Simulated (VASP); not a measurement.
Set up this calculation in VASP 6.6.1, as the native input.

```yaml
Task: single point
Functional: r2SCAN
Potentials_or_basis: VASP PAW PBE potentials, release 64 (Cd, O)
Cutoff: 660 eV
k_mesh: 8 × 8 × 8
Occupations: fermi-dirac, width 0.02 eV
Spin: no spin polarisation
Dipole_correction: no
Further_INCAR_settings: ALGO = Normal; EDIFF = 1e-06; NBANDS = 16
```

Crystal: CdO.

```
CELL_PARAMETERS angstrom
0.00000 2.35300 2.35300
2.35300 0.00000 2.35300
2.35300 2.35300 0.00000
ATOMIC_POSITIONS crystal
Cd 0.00000 0.00000 0.00000
O 0.50000 0.50000 0.50000
```

These files were run (other wordings do the same):

POSCAR

```
CdO
1.0
    0.0000000000      2.3530040397      2.3530040397
    2.3530040397      0.0000000000      2.3530040397
    2.3530040397      2.3530040397      0.0000000000
Cd O
1 1
Direct
    0.0000000000      0.0000000000      0.0000000000
    0.5000000000      0.5000000000      0.5000000000
```

INCAR.step1

```
SYSTEM = CdO
ALGO     = Normal         ! electronic algorithm
EDIFF    = 1E-5           ! SCF threshold, eV
ENCUT    = 660            ! plane-wave cutoff, eV
GGA      = PE             ! functional
GGA_COMPAT= .FALSE.      
ISMEAR   = -1             ! smearing method
LASPH    = .TRUE.         ! aspherical terms in the spheres
LCHARG   = .FALSE.        ! write CHGCAR
LREAL    = .FALSE.        ! projectors in reciprocal space
LWAVE    = .TRUE.         ! write WAVECAR
NBANDS   = 16             ! bands
NELM     = 120            ! most SCF steps
PREC     = Accurate       ! precision mode
SIGMA    = 0.02           ! smearing width, eV
```

INCAR.step2

```
SYSTEM = CdO
ALGO     = Normal         ! electronic algorithm
EDIFF    = 1E-6           ! SCF threshold, eV
ENCUT    = 660            ! plane-wave cutoff, eV
GGA_COMPAT= .FALSE.      
ISIF     = 2              ! what is computed and relaxed
ISMEAR   = -1             ! smearing method
ISTART   = 1            
LASPH    = .TRUE.         ! aspherical terms in the spheres
LCHARG   = .FALSE.        ! write CHGCAR
LMIXTAU  = .TRUE.       
LREAL    = .FALSE.        ! projectors in reciprocal space
LWAVE    = .FALSE.        ! write WAVECAR
METAGGA  = R2SCAN         ! meta-GGA
NBANDS   = 16             ! bands
NELM     = 120            ! most SCF steps
PREC     = Accurate       ! precision mode
SIGMA    = 0.02           ! smearing width, eV
```

KPOINTS

```
k-points
0
G
  8 8 8
  0 0 0
```

Potentials or basis: VASP PAW PBE potentials, release 64 (Cd, O).

The run is started by

```console
$ cat potpaw_PBE.64/Cd/POTCAR potpaw_PBE.64/O/POTCAR > POTCAR
$ cp INCAR.step1 INCAR
$ mpirun -np 1 vasp_std > vasp.out
$ cp INCAR.step2 INCAR
$ mpirun -np 1 vasp_std > vasp.out
```

Results of the run:

* Pressure: 1.5 GPa
* Band gap on the k mesh: 0.07 eV (least direct gap 1.40 eV)

Caveat: the PAW data sets were made with another functional, which shifts forces and pressure a little.

It took 29 s on 1 thread of Intel(R) Xeon(R) 6975P-C (Granite Rapids), on a shared host, peak memory 0.17 GiB.
